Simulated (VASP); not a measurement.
# TiAl (P-6m2) in VASP: notebook

Runs on TiAl. Level: PBE. Tasks: single point.

Everything below comes from runs of VASP 6.6.1. Logs are shortened: lines on timing, memory, paths and dates and some standing lists are left out, and cuts for length are marked.

## Step 1: The cell of the first run

Symmetry: P-6m2, No. 187, hexagonal system. The conventional cell has a = 2.845 Å, b = 2.845 Å, c = 4.370 Å, α = 90.00°, β = 90.00°, γ = 120.00°. Ti (site symmetry -6m2) has 6 Al at 2.73 Å and 6 Ti at 2.85 Å within 3.6 Å. Within 3.6 Å of Al (site symmetry -6m2) lie 6 Ti at 2.73 Å and 6 Al at 2.85 Å.

## Step 2: Single point, PBE

INCAR reads:

```
SYSTEM = TiAl
PREC = Accurate
ENCUT = 520
EDIFF = 1E-7
ISMEAR = 0
SIGMA = 0.15
LREAL = .False.
LASPH = .True.
NELM = 60
ALGO = Fast
ISIF = 2
LWAVE = .False.
LCHARG = .False.
GGA = PE
NBANDS = 14
```

KPOINTS reads:

```
regular mesh
0
Gamma
  18 18 10
  0 0 0
```

POSCAR reads:

```
TiAl
1.0
    2.8450000000      0.0000000000      0.0000000000
   -1.4225000000      2.4638422738      0.0000000000
    0.0000000000      0.0000000000      4.3695000000
Ti Al
1 1
Direct
    0.0000000000      0.0000000000      0.0000000000
    0.3333333333      0.6666666667      0.5000000000
```

Potentials or basis: VASP PAW PBE potentials, release 64 (Ti_sv, Al).

Run with:

```console
> cat potpaw_PBE.64/Ti_sv/POTCAR potpaw_PBE.64/Al/POTCAR > POTCAR
> mpirun -np 1 vasp_std > vasp.out
```

OUTCAR:

```text
SYSTEM = TiAl
   PREC = Accurate
   ENCUT = 520
   EDIFF = 1E-7
   ISMEAR = 0
   LREAL = .False.
   LASPH = .True.
   NELM = 60
   ISIF = 2
   GGA = PE

 ion  position               nearest neighbor table
   1  0.000  0.000  0.000-   2 2.73   2 2.73   2 2.73   2 2.73   2 2.73   2 2.73
   2  0.333  0.667  0.500-   1 2.73   1 2.73   1 2.73   1 2.73   1 2.73   1 2.73

  LATTYP: Found a hexagonal cell.
 ALAT       =     2.8450000000
 C/A-ratio  =     1.5358523726

  Lattice vectors:

 A1 = (   2.8450000000,   0.0000000000,   0.0000000000)
 A2 = (  -1.4225000000,   2.4638422738,   0.0000000000)
 A3 = (   0.0000000000,   0.0000000000,   4.3695000000)

Analysis of symmetry for initial positions (statically):
=====================================================================
 Subroutine PRICEL returns:
 Original cell was already a primitive cell.

 Routine SETGRP: Setting up the symmetry group for a
 hexagonal supercell.

 Subroutine GETGRP returns: Found 12 space group operations
 (whereof 12 operations were pure point group operations)
 out of a pool of 24 trial point group operations.

The static configuration has the point symmetry D_3h.

Analysis of symmetry for dynamics (positions and initial velocities):
=====================================================================
 Subroutine PRICEL returns:
 Original cell was already a primitive cell.

 Routine SETGRP: Setting up the symmetry group for a
 hexagonal supercell.

 Subroutine GETGRP returns: Found 12 space group operations
 (whereof 12 operations were pure point group operations)
 out of a pool of 24 trial point group operations.

The dynamic configuration has the point symmetry D_3h.

 Subroutine INISYM returns: Found 12 space group operations
 (whereof 12 operations are pure point group operations),
 and found     1 'primitive' translations

----------------------------------------------------------------------------------------

                                     Primitive cell

  volume of cell :      30.6286

  direct lattice vectors                    reciprocal lattice vectors
     2.845000000  0.000000000  0.000000000     0.351493849  0.202935068  0.000000000
    -1.422500000  2.463842274  0.000000000     0.000000000  0.405870137  0.000000000
     0.000000000  0.000000000  4.369500000     0.000000000  0.000000000  0.228859137

  length of vectors
     2.845000000  2.845000000  4.369500000     0.405870137  0.405870137  0.228859137

  position of ions in fractional coordinates (direct lattice)
     0.000000000  0.000000000  0.000000000
     0.333333333  0.666666667  0.500000000

  ion indices of the primitive-cell ions
   primitive index   ion index
                 1           1
                 2           2

----------------------------------------------------------------------------------------

 KPOINTS: regular mesh

Automatic generation of k-mesh.
 Grid dimensions read from file:
 generate k-points for:   18   18   10

 Generating k-lattice:

  Cartesian coordinates                     Fractional coordinates (reciprocal lattice)
     0.019527436  0.011274170  0.000000000     0.055555556  0.000000000  0.000000000
     0.000000000  0.022548341  0.000000000     0.000000000  0.055555556  0.000000000
     0.000000000  0.000000000  0.022885914     0.000000000  0.000000000  0.100000000

  Length of vectors
     0.022548341  0.022548341  0.022885914

  Shift w.r.t. Gamma in fractional coordinates (k-lattice)
     0.000000000  0.000000000  0.000000000

 Subroutine IBZKPT returns following result:
 ===========================================

 Found    222 irreducible k-points:

 Following reciprocal coordinates:
            Coordinates               Weight
  0.000000  0.000000  0.000000      1.000000
  0.055556  0.000000  0.000000      6.000000
  0.111111  0.000000  0.000000      6.000000
  0.166667  0.000000  0.000000      6.000000
  0.222222  0.000000  0.000000      6.000000
  0.277778  0.000000  0.000000      6.000000
[... 16 lines left out ...]
  0.333333  0.111111  0.000000     12.000000
  0.388889  0.111111  0.000000     12.000000
 [... further k-points ...]
   k-points           NKPTS =    222   k-points in BZ     NKDIM =    222   number of bands    NBANDS=     14
   number of dos      NEDOS =    301   number of ions     NIONS =      2
   total plane-waves  NPLWV =  18432
   dimension x,y,z NGX =    24 NGY =   24 NGZ =   32
   dimension x,y,z NGXF=    48 NGYF=   48 NGZF=   64
   ions per type =               1   1
   NGX,Y,Z   is equivalent  to a cutoff of  14.02, 14.02, 12.18 a.u.
   NGXF,Y,Z  is equivalent  to a cutoff of  28.05, 28.05, 24.35 a.u.
 SYSTEM =  TiAl
   PREC   = accura    normal or accurate (medium, high low for compatibility)
   ISTART =      0    job   : 0-new  1-cont  2-samecut
   ICHARG =      2    charge: 1-file 2-atom 10-const
   ISPIN  =      1    spin polarized calculation?
   LNONCOLLINEAR =      F non collinear calculations
   LSORBIT =      F    spin-orbit coupling
   LASPH  =      T    aspherical Exc in radial PAW
   ENCUT  =  520.0 eV  38.22 Ry    6.18 a.u.   5.29  5.29  8.12*2*pi/ulx,y,z
   NELM   =     60;   NELMIN=  2; NELMDL= -5     # of ELM steps
   EDIFF  = 0.1E-06   stopping-criterion for ELM
   LREAL  =      F    real-space projection
   EDIFFG = 0.1E-05   stopping-criterion for IOM
   NSW    =      0    number of steps for IOM
   IBRION =     -1    ionic relax: 0-MD 1-quasi-New 2-CG
   NFREE  =      0    steps in history (QN), initial steepest desc. (CG)
   ISIF   =      2    stress and relaxation
   ISYM   =      2    0-nonsym 1-usesym 2-fastsym
   POTIM  = 0.5000    time-step for ionic-motion
   TEBEG  =    0.0;   TEEND  =   0.0 temperature during run
   PSTRESS=    0.0 pullay stress
   NELECT =      15.0000    total number of electrons
   NUPDOWN=      -1.0000    fix difference up-down
   EMIN   =  10.00;   EMAX   =-10.00  energy-range for DOS
   EFERMI =   0.00;   METHOD = LEGACY
   ISMEAR =     0;   SIGMA  =   0.15  broadening in eV -4-tet -1-fermi 0-gaus
   EFERMI_NEDOS =   21; number of points for ismear=-14 and -15
   IALGO  =     68    algorithm
   IMIX   =      4    mixing-type and parameters
     AMIX     =   0.40;   BMIX     =  1.00
     AMIX_MAG =   1.60;   BMIX_MAG =  1.00
  volume/ion in A,a.u.               =      15.31       103.35
  Fermi-wavevector in a.u.,A,eV,Ry     =   1.290416  2.438532 22.656047  1.665172
  Thomas-Fermi vector in A             =   2.422249
   LORBIT       =      0    0 simple, 1 ext, 2 COOP (PROOUT), +10 PAW based schemes
   GGA     = PE    functional components
   LHFCALC =     F    Hartree Fock is set to
   AEXX    =    0.0000 exact exchange contribution
   IVDW    =     0    specifies the selected vdW correction
   LEPSILON=     F    determine dielectric tensor
   LRPA    =     F    only Hartree local field effects (RPA)
 non-spin polarized calculation
 RMM-DIIS sequential band-by-band and
 Gauss-broadening in eV      SIGMA  =   0.15
  energy-cutoff  :      520.00
  volume of cell :       30.63
 maximum number of plane-waves:       838
 NGX is ok and might be reduce to    24
   NGX = 11   NGY = 11   NGZ = 17

 number of electron      15.0000008 magnetization

 Free energy of the ion-electron system (eV)
  ---------------------------------------------------
  ext. energy  EPLUGINS =         0.00000000
  ---------------------------------------------------
  free energy    TOTEN  =       -11.97231731 eV

  energy without entropy =      -11.94315037  energy(sigma->0) =      -11.95773384

 E-fermi :   8.6967     XC(G=0): -11.2924

 val. band max:        8.6930527710   @ k =   0.3333   0.3333   0.3000
 cond. band min:       8.7055114794   @ k =   0.2222   0.1111   0.5000
 fundamental gap:      0.0124587084
 Fermi energy:         8.6966990568

 k-point     1 :       0.0000    0.0000    0.0000
  band No.  band energies     occupation
      1     -47.6555      2.00000
      2     -24.0009      2.00000
      3     -23.5426      2.00000
      4     -23.5426      2.00000
      5      -0.5058      2.00000
      6       6.5254      2.00000
      7       7.3830      2.00000
      8      10.0250      0.00000
      9      10.0250      0.00000
     10      11.5531      0.00000
     11      11.5531      0.00000
     12      13.7973      0.00000
     13      21.6208      0.00000
     14      21.6208      0.00000

 k-point     2 :       0.0556    0.0000    0.0000
  band No.  band energies     occupation
      1     -47.6523      2.00000
      2     -23.9977      2.00000
      3     -23.5622      2.00000
      4     -23.5470      2.00000
      5      -0.4269      2.00000
      6       6.6065      2.00000
      7       7.3706      2.00000
      8       9.9421      0.00000
      9      10.0901      0.00000
     10      11.5292      0.00000
     11      11.5951      0.00000
     12      13.8102      0.00000
     13      20.4336      0.00000
     14      20.9459      0.00000

 k-point     3 :       0.1111    0.0000    0.0000
  band No.  band energies     occupation
      1     -47.6433      2.00000
      2     -23.9885      2.00000
      3     -23.6184      2.00000
      4     -23.5596      2.00000
      5      -0.1919      2.00000
      6       6.8385      2.00000
      7       7.3360      2.00000
      8       9.7146      0.00000
      9      10.2817      0.00000
     10      11.4613      0.00000
     11      11.7187      0.00000
     12      13.8429      0.00000
     13      18.6399      0.00000
     14      20.0373      0.00000

 k-point     4 :       0.1667    0.0000    0.0000
  band No.  band energies     occupation
      1     -47.6294      2.00000
      2     -23.9745      2.00000
      3     -23.7039      2.00000
      4     -23.5789      2.00000
      5       0.1947      2.00000
      6       7.1804      2.00000
      7       7.2861      2.00000
      8       9.3983      0.00000
      9      10.5884      0.00000
     10      11.3590      0.00000
     11      11.9158      0.00000
     12      13.8719      0.00000
     13      16.9101      0.00000
     14      19.2075      0.00000

 k-point     5 :       0.2222    0.0000    0.0000
  band No.  band energies     occupation
      1     -47.6122      2.00000
      2     -23.9573      2.00000
      3     -23.8075      2.00000
      4     -23.6025      2.00000
      5       0.7259      2.00000
      6       7.2297      2.00000
      7       7.5383      2.00000
      8       9.0685      0.00046
      9      10.9901      0.00000
     10      11.2366      0.00000
     11      12.1745      0.00000
[... 276 lines left out ...]
 k-point    22 :       0.2778    0.1111    0.0000
  band No.  band energies     occupation
      1     -47.5721      2.00000
      2     -24.0146      2.00000
      3     -23.9170      2.00000
      4     -23.6882      2.00000
      5       2.4003      2.00000
      6       7.1974      2.00000
      7       7.7762      2.00000
      8       8.4594      1.97472
      9      10.5991      0.00000
     10      11.6656      0.00000
     11      13.2159      0.00000
     12      13.2287      0.00000
     13      14.6335      0.00000
     14      15.6926      0.00000

 k-point    23 :       0.3333    0.1111    0.0000
  band No.  band energies     occupation
      1     -47.5588      2.00000
      2     -24.0851      2.00000
      3     -23.9037      2.00000
      4     -23.7127      2.00000
      5       3.2914      2.00000
      6       7.2002      2.00000
      7       7.3240      2.00000
      8       8.1227      2.00000
      9      10.4164      0.00000
     10      11.8348      0.00000
     11      13.1914      0.00000
     12      13.6372      0.00000
     13      14.6543      0.00000
     14      15.6293      0.00000

 k-point    24 :       0.3889    0.1111    0.0000
  band No.  band energies     occupation
      1     -47.5501      2.00000
      2     -24.1308      2.00000
      3     -23.8950      2.00000
      4     -23.7287      2.00000
      5       4.2447      2.00000
      6       6.5381      2.00000
      7       7.2077      2.00000
      8       7.8611      2.00000
      9      10.2929      0.00000
     10      12.0924      0.00000
     11      13.2279      0.00000
     12      13.9595      0.00000
     13      14.5774      0.00000
     14      15.8799      0.00000

 [... further k-points ...]

------------------------ aborting loop because EDIFF is reached ----------------------------------------

  FORCE on cell =-STRESS in cart. coord.  units (eV):
  Direction    XX          YY          ZZ          XY          YZ          ZX
  --------------------------------------------------------------------------------------
  -------------------------------------------------------------------------------------
  Total        1.6469112      1.6469112      3.5015885      0.0000000      0.0000000     -0.0000000
  in kB       86.1497160     86.1497160    183.1676487      0.0000000      0.0000000     -0.0000000
  external PRESSURE =     118.4890269 kB  Pullay stress =       0.0000000 kB

 VOLUME and BASIS-vectors are now :
 -----------------------------------------------------------------------------
  energy-cutoff  :      520.00
  volume of cell :       30.63
      direct lattice vectors                 reciprocal lattice vectors
     2.845000000  0.000000000  0.000000000     0.351493849  0.202935068  0.000000000
    -1.422500000  2.463842274  0.000000000     0.000000000  0.405870137  0.000000000
     0.000000000  0.000000000  4.369500000     0.000000000  0.000000000  0.228859137

 POSITION                                       TOTAL-FORCE (eV/Angst)
 -----------------------------------------------------------------------------------
      0.00000      0.00000      0.00000         0.000000      0.000000      0.000000
     -0.00000      1.64256      2.18475        -0.000000      0.000000      0.000000
 -----------------------------------------------------------------------------------
    total drift:                                0.000000     -0.000000     -0.000000

  FREE ENERGIE OF THE ION-ELECTRON SYSTEM (eV)
  ---------------------------------------------------
  free  energy   TOTEN  =       -11.9723173078 eV

  energy  without entropy=      -11.9431503711  energy(sigma->0) =      -11.95773384
```

Run time: 2.2 min. Hardware: 1 thread of AMD EPYC 9R45 (Zen 5), shared host; peak memory 0.19 GiB.

What came out:

```
Free energy            : -11.9723 eV
Pressure               : 11.8 GPa
Band gap on the k mesh : zero (an odd number of electrons rules out a gap without spin polarisation)
```

Stress tensor (GPa, compression positive):
```
 8.61  0.00  0.00
 0.00  8.61  0.00
 0.00  0.00 18.32
```

Caveat: the cell stands under pressure.

## Step 3: Single point, PBE

This run uses another cell than the first one, of 15.45 Å³/atom.

INCAR reads:

```
PREC = Accurate ; ENCUT = 520
EDIFF = 1E-6 ; ISMEAR = 0
SIGMA = 0.15 ; LREAL = F
LASPH = T ; NELM = 100
ALGO = Normal ; ISIF = 2
LWAVE = F ; LCHARG = T
GGA = PE ; LELF = T
LVHAR = T ; NBANDS = 14
```

KPOINTS reads:

```
regular mesh
0
Gamma
  18 18 10
```

POSCAR reads:

```
TiAl
1.0
    2.9530000000      0.0000000000      0.0000000000
   -1.4765000000      2.5573730174      0.0000000000
    0.0000000000      0.0000000000      4.0906000000
Ti Al
1 1
Direct
    0.0000000000      0.0000000000      0.0000000000
    0.3333333333      0.6666666667      0.5000000000
```

Potentials or basis: VASP PAW PBE potentials, release 64 (Ti_sv, Al).

Run with:

```console
> cat potpaw_PBE.64/Ti_sv/POTCAR potpaw_PBE.64/Al/POTCAR > POTCAR
> mpirun -np 1 vasp_std > vasp.out
```

OUTCAR:

```text
PREC = Accurate
   ENCUT = 520
   EDIFF = 1E-6
   ISMEAR = 0
   LREAL = F
   LASPH = T
   NELM = 100
   ISIF = 2
   GGA = PE

 ion  position               nearest neighbor table
   1  0.000  0.000  0.000-   2 2.66   2 2.66   2 2.66   2 2.66   2 2.66   2 2.66
   2  0.333  0.667  0.500-   1 2.66   1 2.66   1 2.66   1 2.66   1 2.66   1 2.66

  LATTYP: Found a hexagonal cell.
 ALAT       =     2.9530000000
 C/A-ratio  =     1.3852353539

  Lattice vectors:

[... 593 lines left out ...]

 [... further k-points ...]

------------------------ aborting loop because EDIFF is reached ----------------------------------------

  FORCE on cell =-STRESS in cart. coord.  units (eV):
  Direction    XX          YY          ZZ          XY          YZ          ZX
  --------------------------------------------------------------------------------------
  -------------------------------------------------------------------------------------
  Total        1.1614306      1.1614306      5.4987830      0.0000000      0.0000000      0.0000000
  in kB       60.2364432     60.2364432    285.1889060      0.0000000      0.0000000      0.0000000
  external PRESSURE =     135.2205975 kB  Pullay stress =       0.0000000 kB

 VOLUME and BASIS-vectors are now :
 -----------------------------------------------------------------------------
  energy-cutoff  :      520.00
  volume of cell :       30.89
      direct lattice vectors                 reciprocal lattice vectors
     2.953000000  0.000000000  0.000000000     0.338638673  0.195513129  0.000000000
    -1.476500000  2.557373017  0.000000000     0.000000000  0.391026257  0.000000000
     0.000000000  0.000000000  4.090600000     0.000000000  0.000000000  0.244462915

 POSITION                                       TOTAL-FORCE (eV/Angst)
 -----------------------------------------------------------------------------------
      0.00000      0.00000      0.00000        -0.000000      0.000000      0.000000
     -0.00000      1.70492      2.04530         0.000000     -0.000000      0.000000
 -----------------------------------------------------------------------------------
    total drift:                                0.000000     -0.000000      0.000000

  FREE ENERGIE OF THE ION-ELECTRON SYSTEM (eV)
  ---------------------------------------------------
  free  energy   TOTEN  =       -11.7789429165 eV

  energy  without entropy=      -11.7486756046  energy(sigma->0) =      -11.76380926
```

OSZICAR:

```text
N       E                     dE             d eps       ncg     rms          rms(c)
DAV:   1     0.102296488209E+03    0.10230E+03   -0.71234E+03  6222   0.110E+03
DAV:   2    -0.765462623861E+01   -0.10995E+03   -0.10579E+03  6396   0.303E+02
DAV:   3    -0.132553195856E+02   -0.56007E+01   -0.54904E+01  9294   0.662E+01
DAV:   4    -0.134182982501E+02   -0.16298E+00   -0.16274E+00  7126   0.995E+00
DAV:   5    -0.134240150347E+02   -0.57168E-02   -0.57163E-02  9056   0.177E+00    0.102E+01
DAV:   6    -0.119258365340E+02    0.14982E+01   -0.60196E+00  6982   0.311E+01    0.337E+00
DAV:   7    -0.117927516284E+02    0.13308E+00   -0.55778E-01  6858   0.896E+00    0.205E+00
DAV:   8    -0.117833066817E+02    0.94449E-02   -0.12718E-01  7620   0.408E+00    0.772E-01
DAV:   9    -0.117811066204E+02    0.22001E-02   -0.47421E-02  7044   0.314E+00    0.399E-01
DAV:  10    -0.117789445252E+02    0.21621E-02   -0.52313E-03  6900   0.950E-01    0.896E-02
DAV:  11    -0.117789807888E+02   -0.36264E-04   -0.12567E-03  8416   0.385E-01    0.705E-02
DAV:  12    -0.117789476898E+02    0.33099E-04   -0.86493E-05  7076   0.113E-01    0.251E-02
DAV:  13    -0.117789435924E+02    0.40974E-05   -0.74090E-06  8092   0.263E-02    0.116E-02
DAV:  14    -0.117789429165E+02    0.67592E-06   -0.10900E-06  4766   0.102E-02
   1 F= -.11778943E+02 E0= -.11763809E+02  d E =-.302673E-01
```

stdout:

```text
POSCAR found type information on POSCAR TiAl
 POSCAR found :  2 types and       2 ions
 scaLAPACK will be used
 LDA part: xc-table for (Slater+PW92), standard interpolation
 POSCAR, INCAR and KPOINTS ok, starting setup
 FFT: planning ... GRIDC
 FFT: planning ... GRID_SOFT
 FFT: planning ... GRID
 WAVECAR not read
 entering main loop
```

Run time: 48 s. Hardware: 1 thread of AMD EPYC 9R45 (Zen 5), shared host; peak memory 0.19 GiB.

Results:

```yaml
Free_energy: -11.7789 eV
Pressure: 13.5 GPa
Band_gap_on_the_k_mesh: zero (an odd number of electrons rules out a gap without spin polarisation)
```

Caveat: the cell stands under pressure.
